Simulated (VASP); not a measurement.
Set up this calculation in VASP 6.6.1, as the native input.

```yaml
Task: single point
Functional: PBE
Potentials_or_basis: VASP PAW PBE potentials, release 64 (Cd, Se)
Cutoff: 520 eV
k_mesh: 6 × 6 × 2
Occupations: gaussian, width 0.2 eV
Spin: no spin polarisation
Dipole_correction: no
Further_INCAR_settings: ALGO = Normal; EDIFF = 1e-07; NBANDS = 42
```

The structure of Cd4Se3 lies in POSCAR:

```
Cd4Se3
1.0
    4.0792247146      0.0000000000      0.0000000000
   -2.0396123573      3.5327122306      0.0000000000
    0.0000000000      0.0000000000     12.4917213493
Cd Se
4 3
Direct
    0.0000000000      0.0000000000      0.3913866237
    1.0000000000      0.0000000000      0.6086133763
    0.6666666667      0.3333333333      0.8688482559
    0.3333333333      0.6666666667      0.1311517441
    0.6666666667      0.3333333333      0.2648293703
    0.3333333333      0.6666666667      0.7351706297
    0.0000000000      0.0000000000      0.0000000000
```

The input as run:

INCAR

```
SYSTEM = Cd4Se3
PREC = Accurate ; ENCUT = 520
EDIFF = 1E-7 ; ISMEAR = 0
SIGMA = 0.2 ; LREAL = .False.
LASPH = .True. ; NELM = 100
ALGO = Normal ; ISIF = 2
LWAVE = .False. ; LCHARG = .False.
GGA = PE ; NBANDS = 42
```

KPOINTS

```
Automatic mesh
0
Gamma
  6 6 2
  0 0 0
```

Potentials or basis: VASP PAW PBE potentials, release 64 (Cd, Se).

The run is started by

```bash
$ cat potpaw_PBE.64/Cd/POTCAR potpaw_PBE.64/Se/POTCAR > POTCAR
$ mpirun -np 1 vasp_std > vasp.out
```

It gave:

```
Pressure               : 0.3 GPa
Largest force          : 0.069 eV/Å
Band gap on the k mesh : zero (bands 33 and 34 overlap by 0.10 eV)
```

Caveat: semilocal functionals underestimate gaps, and a narrow one can read as zero.

Wall time 3.8 min on 1 thread of AMD EPYC 7R13, with other jobs on the host, peak memory 0.28 GiB.
